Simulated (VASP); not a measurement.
Wanted: the native input for a VASP 6.6.1 run.

- Task: relaxation of cell and atoms
- Functional: PBE
- Potentials or basis: VASP PAW PBE potentials, release 64 (Mg, O)
- Cutoff: 600 eV
- k mesh: 8 × 8 × 6
- Occupations: gaussian, width 0.02 eV
- Spin: no spin polarisation
- Dipole correction: no
- Further INCAR settings: ALGO = Normal; EDIFF = 1e-06; IBRION = 2; EDIFFG = -0.01; NSW = 100; ISIF = 3

The structure of MgO lies in POSCAR:

```
MgO
1.0
    2.7557483666     -2.7573628637      0.0000000000
    2.7557483666      2.7573628637      0.0000000000
    0.0000000000      0.0000000000      5.6884057846
Mg O
3 3
Direct
    0.0000000000      0.0000000000      0.9980656267
    0.2432110659      0.2432110659      0.4029057205
    0.7567889341      0.7567889341      0.4029057205
    0.0000000000      0.0000000000      0.6732396996
    0.7494440501      0.2505559499      0.2614416163
    0.2505559499      0.7494440501      0.2614416163
```

These files were run (other wordings do the same):

INCAR

```
SYSTEM = MgO
PREC = Accurate
ENCUT = 600
EDIFF = 1E-6
ISMEAR = 0
SIGMA = 0.02
LREAL = .FALSE.
LASPH = .TRUE.
NELM = 60
ALGO = Normal
ISIF = 3
LWAVE = .FALSE.
LCHARG = .FALSE.
GGA = PE
IBRION = 2
NSW = 100
EDIFFG = -0.01
```

KPOINTS

```
Automatic mesh
0
G
  8 8 6
  0 0 0
```

Potentials or basis: VASP PAW PBE potentials, release 64 (Mg, O).

Run with:

```bash
$ cat potpaw_PBE.64/Mg/POTCAR potpaw_PBE.64/O/POTCAR > POTCAR
$ mpirun -np 1 vasp_std > vasp.out
```

Results of the run:

The relaxed volume is 14.35 Å³/atom. The relaxed cell is a = 3.893 Å, b = 3.893 Å, c = 5.680 Å, α = 90.00°, β = 90.00°, γ = 90.02°. The space group after relaxing (to 0.05 Å) is Cmm2 (No. 35), the energy gained by relaxing is 0.1 meV/atom and the ionic steps are 5. The pressure after relaxing is 0.0 GPa. The largest force after relaxing is 0.008 eV/Å. The band gap on the k mesh is 1.34 eV, indirect (least direct gap 1.53 eV).

It took 2.5 min on 1 thread of Intel(R) Xeon(R) 6975P-C (Granite Rapids), with other jobs on the host, peak memory 0.31 GiB.
